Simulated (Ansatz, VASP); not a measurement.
**Cd in VASP and in Ansatz**

```xyz
2
Lattice="-2.8584 2.8584 1.4429 2.8584 -2.8584 1.4429 2.8584 2.8584 -1.4429" Properties=species:S:1:pos:R:3 pbc="T T T"
Cd    0.0000    2.8584    0.7215
Cd    0.0000    0.0000    0.0000
```

Alike in both runs: functional PBEsol; k mesh 14 × 14 × 14; occupations gaussian, width 0.1 eV; no spin polarisation.

Ansatz relaxed the structure, and its values are those at the end. VASP's run is a single point on that final structure, the one shown.

|  | VASP | Ansatz |
| --- | --- | --- |
| version | VASP 6.6.1 | Ansatz 0.2.0 |
| potentials or method | VASP PAW PBE potentials, release 64 (Cd), cutoff 520 eV | scalar-relativistic, plane waves, PAW |
| valence electrons in the cell | 24 | 40 |

VASP gave:

* gap on the k mesh at the Fermi level (eV): none
* pressure (GPa): 0.3

Q: Estimate Ansatz's values.

A: gap on the k mesh at the Fermi level (eV): none; pressure (GPa): 0.0.

VASP's potentials were made for PBE, not for PBEsol. A gap of «none» marks a metal or a gap that the smearing closes. VASP's potentials hold 24 valence electrons a cell and Ansatz's 40, so a difference there can come from the potentials and not from the codes.
